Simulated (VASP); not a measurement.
A run of VASP 6.6.1 is set up as follows.

File POSCAR:

```
TlBr
1.0
    3.9461933165      0.0000000000      0.0000000000
    0.0000000000      3.9461933165      0.0000000000
    0.0000000000      0.0000000000      3.9461933165
Tl Br
1 1
Direct
    0.0000000000      0.0000000000      0.0000000000
    0.5000000000      0.5000000000      0.5000000000
```

Contents of INCAR.step1:

```
PREC = Accurate ; ENCUT = 550
ISMEAR = 0 ; SIGMA = 0.01
LREAL = False ; LASPH = True
NELM = 120 ; NBANDS = 17
GGA = PE ; ALGO = Normal
EDIFF = 1E-5 ; LWAVE = True
LCHARG = False ; GGA_COMPAT = False
```

Contents of INCAR.step2:

```
PREC = Accurate ; ENCUT = 550
EDIFF = 1E-6 ; ISMEAR = 0
SIGMA = 0.01 ; LREAL = False
LASPH = True ; NELM = 120
ALGO = Normal ; ISIF = 2
LWAVE = False ; LCHARG = True
METAGGA = R2SCAN ; LMIXTAU = True
LELF = True ; LVHAR = True
NBANDS = 17 ; ISTART = 1
GGA_COMPAT = False
```

The input KPOINTS:

```
regular mesh
0
Gamma
  4 4 4
```

Potentials or basis: VASP PAW PBE potentials, release 64 (Tl_d, Br).

Run with:

```sh
$ cat potpaw_PBE.64/Tl_d/POTCAR potpaw_PBE.64/Br/POTCAR > POTCAR
$ cp INCAR.step1 INCAR
$ mpirun -np 1 vasp_std > vasp.out
$ cp INCAR.step2 INCAR
$ mpirun -np 1 vasp_std > vasp.out
```

(1) What does it give for the pressure?

(2) Predict the band gap on the k mesh.

Results:

(1) 1.1 GPa.

(2) 2.23 eV.

Caveat: the PAW data sets were made with another functional, which shifts forces and pressure a little; spin-orbit coupling is left out, which moves the levels of the heavy elements.
